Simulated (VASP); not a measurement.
Input of a VASP 6.6.1 run:

File INCAR:

```
SYSTEM = Sn2Ir
PREC = Accurate ; ENCUT = 520
EDIFF = 1E-8 ; ISMEAR = 1
SIGMA = 0.15 ; LREAL = .False.
LASPH = .True. ; NELM = 60
ALGO = Normal ; ISIF = 2
LWAVE = .False. ; LCHARG = .False.
GGA = PS ; NBANDS = 26
IBRION = 8 ; NSW = 1
```

File KPOINTS:

```
Automatic mesh
0
Gamma
  6 6 6
  0 0 0
```

The input POSCAR:

```
Sn2Ir
1.0
    0.0000000000      3.1690000000      3.1690000000
    3.1690000000      0.0000000000      3.1690000000
    3.1690000000      3.1690000000      0.0000000000
Sn Ir
2 1
Direct
    0.2500000000      0.2500000000      0.2500000000
    0.7500000000      0.7500000000      0.7500000000
    0.0000000000      0.0000000000      0.0000000000
```

Potentials or basis: VASP PAW PBE potentials, release 64 (Sn_d, Ir).

Run with:

```sh
$ cat potpaw_PBE.64/Sn_d/POTCAR potpaw_PBE.64/Ir/POTCAR > POTCAR
$ mpirun -np 1 vasp_std > vasp.out
```

(1) Estimate the highest phonon frequency at Γ, LO-TO splitting left out.

Results:

(1) 146 cm⁻¹.
